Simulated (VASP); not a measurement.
# AlCo3 (Pm-3m) in VASP: notebook

Runs on AlCo3. Level: PBEsol. Tasks: single point.

All numbers are computed with VASP 6.6.1; they aren't measurements. Logs are shortened: lines on timing, memory, paths and dates and some standing lists are left out, and cuts for length are marked.

## 1. The cell of the first run

The structure is cubic, space group Pm-3m (No. 221). Conventional cell: a = 3.575 Å, b = 3.575 Å, c = 3.575 Å, α = 90.00°, β = 90.00°, γ = 90.00°. Co (site symmetry 4/mmm) has 8 Co at 2.53 Å and 4 Al at 2.53 Å within 3.3 Å. Al (site symmetry m-3m) has 12 Co at 2.53 Å within 3.3 Å.

## 2. Single point, PBEsol, collinear spin, ferromagnetic start

File INCAR:

```
  ALGO = Normal
  EDIFF = 1E-6
  ENCUT = 600
  GGA = PS
  GGA_COMPAT = False
  ISIF = 2
  ISMEAR = -1
  ISPIN = 2
  LASPH = True
  LCHARG = False
  LMAXMIX = 4
  LORBIT = 11
  LREAL = False
  LWAVE = False
  MAGMOM = 2 2 2 0
  NBANDS = 39
  NELM = 200
  PREC = Accurate
  SIGMA = 0.05
```

File KPOINTS:

```
k-points
0
Gamma
  8 8 8
```

File POSCAR:

```
AlCo3
1.0
    3.5749480000      0.0000000000      0.0000000000
    0.0000000000      3.5749480000      0.0000000000
    0.0000000000      0.0000000000      3.5749480000
Co Al
3 1
Direct
    0.0000000000      0.5000000000      0.5000000000
    0.5000000000      0.0000000000      0.5000000000
    0.5000000000      0.5000000000      0.0000000000
    0.0000000000      0.0000000000      0.0000000000
```

Potentials or basis: VASP PAW PBE potentials, release 64 (Co_sv, Al).

Command:

```
$ cat potpaw_PBE.64/Co_sv/POTCAR potpaw_PBE.64/Al/POTCAR > POTCAR
$ mpirun -np 1 vasp_std > vasp.out
```

OUTCAR:

```text
EDIFF = 1E-6
   ENCUT = 600
   GGA = PS
   ISIF = 2
   ISMEAR = -1
   ISPIN = 2
   LASPH = True
   LORBIT = 11
   LREAL = False
   NELM = 200
   PREC = Accurate

 ion  position               nearest neighbor table
   1  0.000  0.500  0.500-   2 2.53   3 2.53   4 2.53   3 2.53   4 2.53   2 2.53   4 2.53   4 2.53
                             2 2.53   3 2.53   3 2.53   2 2.53
   2  0.500  0.000  0.500-   1 2.53   3 2.53   4 2.53   3 2.53   4 2.53   1 2.53   3 2.53   3 2.53
                             1 2.53   4 2.53   4 2.53   1 2.53
   3  0.500  0.500  0.000-   1 2.53   2 2.53   4 2.53   1 2.53   2 2.53   2 2.53   4 2.53   2 2.53
                             1 2.53   4 2.53   1 2.53   4 2.53
   4  0.000  0.000  0.000-   1 2.53   2 2.53   3 2.53   1 2.53   2 2.53   1 2.53   3 2.53   1 2.53
                             2 2.53   3 2.53   2 2.53   3 2.53

  LATTYP: Found a simple cubic cell.
 ALAT       =     3.5749480000

  Lattice vectors:

 A1 = (   3.5749480000,   0.0000000000,   0.0000000000)
 A2 = (   0.0000000000,   3.5749480000,   0.0000000000)
 A3 = (   0.0000000000,   0.0000000000,   3.5749480000)

Analysis of symmetry for initial positions (statically):
=====================================================================
 Subroutine PRICEL returns:
 Original cell was already a primitive cell.

 Routine SETGRP: Setting up the symmetry group for a
 simple cubic supercell.

 Subroutine GETGRP returns: Found 48 space group operations
 (whereof 48 operations were pure point group operations)
 out of a pool of 48 trial point group operations.

The static configuration has the point symmetry O_h .

Analysis of symmetry for dynamics (positions and initial velocities):
=====================================================================
 Subroutine PRICEL returns:
 Original cell was already a primitive cell.

 Routine SETGRP: Setting up the symmetry group for a
 simple cubic supercell.

 Subroutine GETGRP returns: Found 48 space group operations
 (whereof 48 operations were pure point group operations)
 out of a pool of 48 trial point group operations.

The dynamic configuration has the point symmetry O_h .

Analysis of structural, dynamic, and magnetic symmetry:
=====================================================================
 Subroutine PRICEL returns:
 Original cell was already a primitive cell.

 Routine SETGRP: Setting up the symmetry group for a
 simple cubic supercell.

 Subroutine GETGRP returns: Found 48 space group operations
 (whereof 48 operations were pure point group operations)
 out of a pool of 48 trial point group operations.

The overall configuration has the point symmetry O_h .

 Subroutine INISYM returns: Found 48 space group operations
 (whereof 48 operations are pure point group operations),
 and found     1 'primitive' translations

----------------------------------------------------------------------------------------

                                     Primitive cell

  volume of cell :      45.6887

  direct lattice vectors                    reciprocal lattice vectors
     3.574948000  0.000000000  0.000000000     0.279724348  0.000000000  0.000000000
     0.000000000  3.574948000  0.000000000     0.000000000  0.279724348  0.000000000
     0.000000000  0.000000000  3.574948000     0.000000000  0.000000000  0.279724348

  length of vectors
     3.574948000  3.574948000  3.574948000     0.279724348  0.279724348  0.279724348

  position of ions in fractional coordinates (direct lattice)
     0.000000000  0.500000000  0.500000000
     0.500000000  0.000000000  0.500000000
     0.500000000  0.500000000  0.000000000
     0.000000000  0.000000000  0.000000000

  ion indices of the primitive-cell ions
   primitive index   ion index
                 1           1
                 2           2
                 3           3
                 4           4

----------------------------------------------------------------------------------------

 KPOINTS: k-points

Automatic generation of k-mesh.
 Grid dimensions read from file:
 generate k-points for:    8    8    8

 Generating k-lattice:

  Cartesian coordinates                     Fractional coordinates (reciprocal lattice)
     0.034965544  0.000000000  0.000000000     0.125000000  0.000000000  0.000000000
     0.000000000  0.034965544  0.000000000     0.000000000  0.125000000  0.000000000
     0.000000000  0.000000000  0.034965544     0.000000000  0.000000000  0.125000000

  Length of vectors
     0.034965544  0.034965544  0.034965544

  Shift w.r.t. Gamma in fractional coordinates (k-lattice)
     0.000000000  0.000000000  0.000000000

 Subroutine IBZKPT returns following result:
 ===========================================

 Found     35 irreducible k-points:

 Following reciprocal coordinates:
            Coordinates               Weight
  0.000000  0.000000  0.000000      1.000000
  0.125000  0.000000  0.000000      6.000000
  0.250000  0.000000  0.000000      6.000000
  0.375000  0.000000  0.000000      6.000000
  0.500000  0.000000  0.000000      3.000000
  0.125000  0.125000  0.000000     12.000000
[... 16 lines left out ...]
  0.375000  0.375000  0.125000     24.000000
  0.500000  0.375000  0.125000     24.000000
 [... further k-points ...]
   k-points           NKPTS =     35   k-points in BZ     NKDIM =     35   number of bands    NBANDS=     39
   number of dos      NEDOS =    301   number of ions     NIONS =      4
   total plane-waves  NPLWV =  27000
   dimension x,y,z NGX =    30 NGY =   30 NGZ =   30
   dimension x,y,z NGXF=    60 NGYF=   60 NGZF=   60
   ions per type =               3   1
   NGX,Y,Z   is equivalent  to a cutoff of  13.95, 13.95, 13.95 a.u.
   NGXF,Y,Z  is equivalent  to a cutoff of  27.90, 27.90, 27.90 a.u.
 SYSTEM =  unknown system
   PREC   = accura    normal or accurate (medium, high low for compatibility)
   ISTART =      0    job   : 0-new  1-cont  2-samecut
   ICHARG =      2    charge: 1-file 2-atom 10-const
   ISPIN  =      2    spin polarized calculation?
   LNONCOLLINEAR =      F non collinear calculations
   LSORBIT =      F    spin-orbit coupling
   LASPH  =      T    aspherical Exc in radial PAW
   ENCUT  =  600.0 eV  44.10 Ry    6.64 a.u.   7.14  7.14  7.14*2*pi/ulx,y,z
   NELM   =    200;   NELMIN=  2; NELMDL= -5     # of ELM steps
   EDIFF  = 0.1E-05   stopping-criterion for ELM
   LREAL  =      F    real-space projection
   EDIFFG = 0.1E-04   stopping-criterion for IOM
   NSW    =      0    number of steps for IOM
   IBRION =     -1    ionic relax: 0-MD 1-quasi-New 2-CG
   NFREE  =      0    steps in history (QN), initial steepest desc. (CG)
   ISIF   =      2    stress and relaxation
   ISYM   =      2    0-nonsym 1-usesym 2-fastsym
   POTIM  = 0.5000    time-step for ionic-motion
   TEBEG  =    0.0;   TEEND  =   0.0 temperature during run
   PSTRESS=    0.0 pullay stress
   NELECT =      54.0000    total number of electrons
   NUPDOWN=      -1.0000    fix difference up-down
   EMIN   =  10.00;   EMAX   =-10.00  energy-range for DOS
   EFERMI =   0.00;   METHOD = LEGACY
   ISMEAR =    -1;   SIGMA  =   0.05  broadening in eV -4-tet -1-fermi 0-gaus
   EFERMI_NEDOS =   21; number of points for ismear=-14 and -15
   IALGO  =     38    algorithm
   IMIX   =      4    mixing-type and parameters
     AMIX     =   0.40;   BMIX     =  1.00
     AMIX_MAG =   1.60;   BMIX_MAG =  1.00
  volume/ion in A,a.u.               =      11.42        77.08
  Fermi-wavevector in a.u.,A,eV,Ry     =   1.730891  3.270909 40.762826  2.995983
  Thomas-Fermi vector in A             =   2.805361
   LORBIT       =     11    0 simple, 1 ext, 2 COOP (PROOUT), +10 PAW based schemes
   GGA     = PS    functional components
   LHFCALC =     F    Hartree Fock is set to
   AEXX    =    0.0000 exact exchange contribution
   IVDW    =     0    specifies the selected vdW correction
   LEPSILON=     F    determine dielectric tensor
   LRPA    =     F    only Hartree local field effects (RPA)
 spin polarized calculation
  energy-cutoff  :      600.00
  volume of cell :       45.69
 maximum number of plane-waves:      1568
 NGX is ok and might be reduce to    30
   NGX = 15   NGY = 15   NGZ = 15

 number of electron      53.9999996 magnetization       3.8516606

 Free energy of the ion-electron system (eV)
  ---------------------------------------------------
  ext. energy  EPLUGINS =         0.00000000
  ---------------------------------------------------
  free energy    TOTEN  =       -28.21969527 eV

  energy without entropy =      -28.16670704  energy(sigma->0) =      -28.19320116

 E-fermi :  11.1589     XC(G=0): -13.2319

 val. band max:       11.1584279440   @ k =   0.3750   0.2500   0.2500
 cond. band min:      11.1686378648   @ k =   0.3750   0.3750   0.0000
 fundamental gap:      0.0102099208
 Fermi energy:        11.1589212618

 spin component 1

 k-point     1 :       0.0000    0.0000    0.0000
  band No.  band energies     occupation
      1     -84.2066      1.00000
      2     -84.1622      1.00000
      3     -84.1622      1.00000
      4     -47.7322      1.00000
      5     -47.7322      1.00000
      6     -47.7322      1.00000
[... 31 lines left out ...]
     38      24.9725      0.00000
     39      24.9725      0.00000
[... 964 lines left out ...]
     38      24.7711      0.00000
     39      25.7780      0.00000

 [... further k-points ...]

 spin component 2

 k-point     1 :       0.0000    0.0000    0.0000
  band No.  band energies     occupation
      1     -82.6356      1.00000
      2     -82.5888      1.00000
      3     -82.5888      1.00000
      4     -46.1490      1.00000
      5     -46.1490      1.00000
      6     -46.1490      1.00000
[... 31 lines left out ...]
     38      25.1871      0.00000
     39      25.1871      0.00000
[... 964 lines left out ...]
     38      24.9805      0.00000
     39      25.7835      0.00000

 [... further k-points ...]

------------------------ aborting loop because EDIFF is reached ----------------------------------------

  FORCE on cell =-STRESS in cart. coord.  units (eV):
  Direction    XX          YY          ZZ          XY          YZ          ZX
  --------------------------------------------------------------------------------------
  -------------------------------------------------------------------------------------
  Total       -2.8025754     -2.8025754     -2.8025754      0.0000000      0.0000000      0.0000000
  in kB      -98.2785427    -98.2785427    -98.2785427      0.0000000      0.0000000      0.0000000
  external PRESSURE =     -98.2785427 kB  Pullay stress =       0.0000000 kB

 VOLUME and BASIS-vectors are now :
 -----------------------------------------------------------------------------
  energy-cutoff  :      600.00
  volume of cell :       45.69
      direct lattice vectors                 reciprocal lattice vectors
     3.574948000  0.000000000  0.000000000     0.279724348  0.000000000  0.000000000
     0.000000000  3.574948000  0.000000000     0.000000000  0.279724348  0.000000000
     0.000000000  0.000000000  3.574948000     0.000000000  0.000000000  0.279724348

 POSITION                                       TOTAL-FORCE (eV/Angst)
 -----------------------------------------------------------------------------------
      0.00000      1.78747      1.78747         0.000000      0.000000      0.000000
      1.78747      0.00000      1.78747         0.000000      0.000000      0.000000
      1.78747      1.78747      0.00000         0.000000      0.000000      0.000000
      0.00000      0.00000      0.00000         0.000000      0.000000      0.000000
 -----------------------------------------------------------------------------------
    total drift:                                0.000000      0.000000     -0.000000

  FREE ENERGIE OF THE ION-ELECTRON SYSTEM (eV)
  ---------------------------------------------------
  free  energy   TOTEN  =       -28.2196952749 eV

  energy  without entropy=      -28.1667070389  energy(sigma->0) =      -28.19320116

 total charge

# of ion       s       p       d       tot
------------------------------------------
    1        2.237   6.113   6.731  15.081
    2        2.237   6.113   6.731  15.081
    3        2.237   6.113   6.731  15.081
    4        0.407   0.414   0.000   0.822
--------------------------------------------------
tot          7.120  18.754  20.192  46.065

 magnetization (x)

# of ion       s       p       d       tot
------------------------------------------
    1        0.001   0.002   1.315   1.318
    2        0.001   0.002   1.315   1.318
    3        0.001   0.002   1.315   1.318
    4       -0.002  -0.037   0.000  -0.040
--------------------------------------------------
tot          0.001  -0.033   3.945   3.913
```

It took 79 s on 1 thread of Intel Xeon 6975P-C (Granite Rapids), shared host; peak memory 0.25 GiB.

Results:

```
Free energy                                           : -28.2197 eV
Pressure                                              : -9.8 GPa
Net moment                                            : 3.85 μB per cell
Site moments                                          : Co +1.32; Al -0.04 μB
Valence electrons inside the program's atomic spheres : Co 15.08; Al 0.82
```

Caveat: the cell stands under tension; the PAW data sets were made with another functional, which shifts forces and pressure a little.

## 3. Single point, PBEsol, collinear spin, ferromagnetic start

This run uses another cell than the first one, of 10.97 Å³/atom.

File INCAR:

```
PREC = Accurate ; ENCUT = 600
EDIFF = 1E-6 ; ISMEAR = -1
SIGMA = 0.05 ; LREAL = F
LASPH = T ; NELM = 200
ALGO = Normal ; ISIF = 2
LWAVE = F ; LCHARG = T
ISPIN = 2 ; MAGMOM = 2 2 2 0
LORBIT = 11 ; LMAXMIX = 4
GGA = PS ; LELF = T
LVHAR = T ; NBANDS = 39
GGA_COMPAT = F
```

File KPOINTS:

```
regular mesh
0
Gamma
  8 8 8
```

File POSCAR:

```
AlCo3
1.0
    3.5266319691      0.0000000000      0.0000000000
    0.0000000000      3.5266319691      0.0000000000
    0.0000000000      0.0000000000      3.5266319691
Co Al
3 1
Direct
    0.0000000000      0.5000000000      0.5000000000
    0.5000000000      0.0000000000      0.5000000000
    0.5000000000      0.5000000000      0.0000000000
    0.0000000000      0.0000000000      0.0000000000
```

Potentials or basis: VASP PAW PBE potentials, release 64 (Co_sv, Al).

Command:

```
$ cat potpaw_PBE.64/Co_sv/POTCAR potpaw_PBE.64/Al/POTCAR > POTCAR
$ mpirun -np 1 vasp_std > vasp.out
```

Wall time 2 min (1 thread of Intel Xeon Platinum 8375C at 2.90GHz (Ice Lake), shared host); peak memory 0.24 GiB.

Results (log left out):

```yaml
Free_energy: -28.2612 eV
Pressure: -2.1 GPa
Net_moment: 3.79 μB per cell
Site_moments: Co +1.29; Al -0.04 μB
Valence_electrons_inside_the_program's_atomic_spheres: Co 15.11; Al 0.84
```

Levels at points of the mesh, in eV from the Fermi level:
Spin up:
```csv
k point,band 26,band 27,band 28,band 29,band 30,band 31,band 32,band 33
"(0.00, 0.00, 0.00)",-0.09,-0.09,-0.09,0.81,0.81,0.81,6.95,6.95
"(0.50, 0.00, 0.00)",-1.45,-1.36,-0.88,-0.09,5.72,5.72,5.74,5.74
"(0.50, 0.50, 0.00)",-1.58,-1.16,-1.16,-0.70,0.91,0.91,8.38,8.38
"(0.50, 0.50, 0.50)",-1.28,-1.28,-0.41,-0.32,-0.32,-0.32,3.73,4.44
```
Spin down:
```csv
k point,band 22,band 23,band 24,band 25,band 26,band 27,band 28,band 29
"(0.00, 0.00, 0.00)",-0.45,0.62,0.62,0.84,0.84,0.84,1.07,1.27
"(0.50, 0.00, 0.00)",-1.01,-0.87,-0.24,-0.23,-0.23,0.02,0.71,1.27
"(0.50, 0.50, 0.00)",-1.27,-0.42,-0.40,-0.34,-0.34,0.09,0.12,0.25
"(0.50, 0.50, 0.50)",-1.25,-0.36,-0.36,-0.36,-0.28,-0.05,-0.05,1.06
```

Caveat: the PAW data sets were made with another functional, which shifts forces and pressure a little.

## 4. Single point, PBEsol, collinear spin, ferromagnetic start

File INCAR:

```
SYSTEM = AlCo3
PREC = Accurate ; ENCUT = 600
EDIFF = 1E-6 ; ISMEAR = -1
SIGMA = 0.05 ; LREAL = .FALSE.
LASPH = .TRUE. ; NELM = 200
ALGO = Normal ; ISIF = 2
LWAVE = .FALSE. ; LCHARG = .FALSE.
ISPIN = 2 ; MAGMOM = 2 2 2 0
LORBIT = 11 ; LMAXMIX = 4
GGA = PS ; NBANDS = 39
GGA_COMPAT = .FALSE.
```

File KPOINTS:

```
Automatic mesh
0
G
  8 8 8
  0 0 0
```

File POSCAR:

```
AlCo3
1.0
    3.5749480000      0.0000000000      0.0000000000
    0.0000000000      3.5749480000      0.0000000000
    0.0000000000      0.0000000000      3.5749480000
Co Al
3 1
Direct
    0.0000000000      0.5000000000      0.5000000000
    0.5000000000      0.0000000000      0.5000000000
    0.5000000000      0.5000000000      0.0000000000
    0.0000000000      0.0000000000      0.0000000000
```

Command:

```
$ cat potpaw_PBE.64/Co_sv/POTCAR potpaw_PBE.64/Al/POTCAR > POTCAR
$ mpirun -np 1 vasp_std > vasp.out
```

Wall time 90 s (1 thread of AMD EPYC 9R45 (Zen 5), shared host); peak memory 0.22 GiB.

Results (log left out):

- Free energy: -28.2197 eV
- Pressure: -9.8 GPa
- Net moment: 3.85 μB per cell
- Site moments: Co +1.32; Al -0.04 μB
- Valence electrons inside the program's atomic spheres: Co 15.08; Al 0.82

Levels at points of the mesh, in eV from the Fermi level:
Spin up:
```
           k point  band 26  band 27  band 28  band 29  band 30  band 31  band 32  band 33
(0.00, 0.00, 0.00)    -0.19    -0.19    -0.19     0.76     0.76     0.76     6.66     6.66
(0.50, 0.00, 0.00)    -1.46    -1.38    -0.94    -0.18     5.48     5.48     5.53     5.53
(0.50, 0.50, 0.00)    -1.59    -1.19    -1.19    -0.74     0.77     0.77     8.11     8.13
(0.50, 0.50, 0.50)    -1.30    -1.30    -0.40    -0.40    -0.40    -0.40     3.39     4.17
```
Spin down:
| k point | band 21 | band 22 | band 23 | band 24 | band 25 | band 26 | band 27 | band 28 | band 29 | band 30 |
| --- | --- | --- | --- | --- | --- | --- | --- | --- | --- | --- |
| (0.00, 0.00, 0.00) | -0.42 | -0.42 | 0.60 | 0.60 | 0.77 | 0.77 | 0.77 | 1.01 | 1.20 | 1.20 |
| (0.50, 0.00, 0.00) | -1.33 | -0.94 | -0.82 | -0.22 | -0.21 | -0.21 | 0.02 | 0.68 | 1.20 | 5.85 |
| (0.50, 0.50, 0.00) | -1.20 | -1.20 | -0.39 | -0.38 | -0.31 | -0.31 | 0.09 | 0.11 | 0.24 | 2.00 |
| (0.50, 0.50, 0.50) | -1.18 | -1.18 | -0.32 | -0.32 | -0.32 | -0.27 | -0.04 | -0.04 | 1.00 | 1.00 |

Caveat: the cell stands under tension; the PAW data sets were made with another functional, which shifts forces and pressure a little.

(Continued in part 2 of 2.)
